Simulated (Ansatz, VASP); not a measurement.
MgO in VASP and in Ansatz

```
Mg O
1.0
     0.00000    2.10956    2.10956
     2.10956    0.00000    2.10956
     2.10956    2.10956    0.00000
Mg O
1 1
Direct
  0.00665 0.00665 0.99335
  0.48989 0.48989 0.51011
```

Change from the starting cell: mode 6 frozen in at -0.043 Å, equal normal strain along x, y and z -0.0083.

Alike in both runs: task single point; functional PBE; k mesh 10 × 10 × 10; occupations gaussian, width 0.05 eV; no spin polarisation.

|  | VASP | Ansatz |
| --- | --- | --- |
| version | VASP 6.6.1 | Ansatz 0.2.0 |
| potentials or method | VASP PAW PBE potentials, release 64 (Mg, O), cutoff 600 eV | scalar-relativistic, plane waves, PAW |
| valence electrons in the cell | 8 | 16 |

|  | VASP | Ansatz | Ansatz less VASP |
| --- | --- | --- | --- |
| gap on the k mesh at the Fermi level (eV) | 4.68 | 4.70 | +0.019 |
| least direct gap on the mesh (eV) | 4.68 | 4.70 | +0.019 |
| pressure (GPa) | 3.3 | 4.4 | +1.09 |
| traceless stress, the component that is largest in VASP (GPa) | 1.20 | 1.18 | -0.018 |
| rms of the force components (eV/Å) | 0.229 | 0.226 | -0.0029 |

Atom by atom the forces differ by 0.003 eV/Å (rms over components). VASP's potentials hold 8 valence electrons a cell and Ansatz's 16, so a difference there can come from the potentials and not from the codes.
